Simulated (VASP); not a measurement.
MgO: single point with PBE

The system is MgO.

```
CELL_PARAMETERS angstrom
3.27184 0.00000 0.00000
-1.63592 2.83350 0.00000
0.00000 0.00000 11.83851
ATOMIC_POSITIONS crystal
Mg 0.33333 0.66667 0.96949
Mg 0.00000 0.00000 0.22082
Mg 0.00000 0.00000 0.72082
Mg 0.66667 0.33333 0.46949
O 0.33333 0.66667 0.78004
O 0.00000 0.00000 0.52964
O 0.00000 0.00000 0.02964
O 0.66667 0.33333 0.28004
```

| Item | Value |
| --- | --- |
| Program | VASP 6.6.1 |
| Task | single point |
| Functional | PBE |
| Potentials or basis | VASP PAW PBE potentials, release 64 (Mg, O) |
| Cutoff | 520 eV |
| k mesh | 9 × 9 × 4 |
| Occupations | gaussian, width 0.05 eV |
| Spin | no spin polarisation |

The pressure is -8.9 GPa, the largest force is 0.212 eV/Å and the band gap on the k mesh is 2.74 eV.

Forces in eV/Å, atoms in the order of the input:
```
Mg   0.000  0.000 -0.156
Mg   0.000  0.000 -0.200
Mg   0.000  0.000 -0.200
Mg   0.000  0.000 -0.156
O    0.000  0.000  0.212
O    0.000  0.000  0.144
O    0.000  0.000  0.144
O    0.000  0.000  0.212
```

Stress tensor (GPa, compression positive):
```
 -3.35   0.00   0.00
  0.00  -3.35   0.00
  0.00   0.00 -19.86
```

Levels at points of the mesh, in eV from the valence-band top:
```csv
k point,band 13,band 14,band 15,band 16,band 17,band 18,band 19,band 20
"(0.00, 0.00, 0.00)",-0.03,-0.03,0.00,0.00,2.74,4.95,5.00,7.92
"(0.00, 0.00, 0.50)",-0.01,-0.01,-0.01,-0.01,3.51,3.51,6.51,6.51
```

Run time: 62 s on 1 thread of AMD EPYC 9R45 (Zen 5) (shared host), peak memory 0.22 GiB.

Caveat: the cell stands under tension; an odd mesh through Γ misses points on the zone boundary, where band edges can lie.
